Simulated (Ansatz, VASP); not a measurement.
# Two plane-wave programs on YN

```
CELL_PARAMETERS angstrom
0.00000 2.43850 2.43850
2.43850 0.00000 2.43850
2.43850 2.43850 0.00000
ATOMIC_POSITIONS crystal
Y 0.00000 0.00000 0.00000
N 0.50000 0.50000 0.50000
```

Alike in both runs: task electric field gradients; functional LDA; k mesh 9 × 9 × 9; occupations fermi-dirac, width 0.03 eV; no spin polarisation.

|  | VASP | Ansatz |
| --- | --- | --- |
| version | VASP 6.6.1 | Ansatz 0.2.0 |
| potentials or method | VASP PAW LDA potentials, release 64 (Y_sv, N) | PAW with Ansatz's default frozen-core files, scalar-relativistic |
| plane-wave cutoff (eV) | 520 | 420 |
| valence electrons in the cell | 16 | 16 |

```csv
,VASP,Ansatz,Ansatz less VASP
pressure (GPa),-5.8,-6.0,-0.17
```

LDA's correlation is that of Perdew and Zunger in VASP and of Perdew and Wang (1992) in Ansatz.
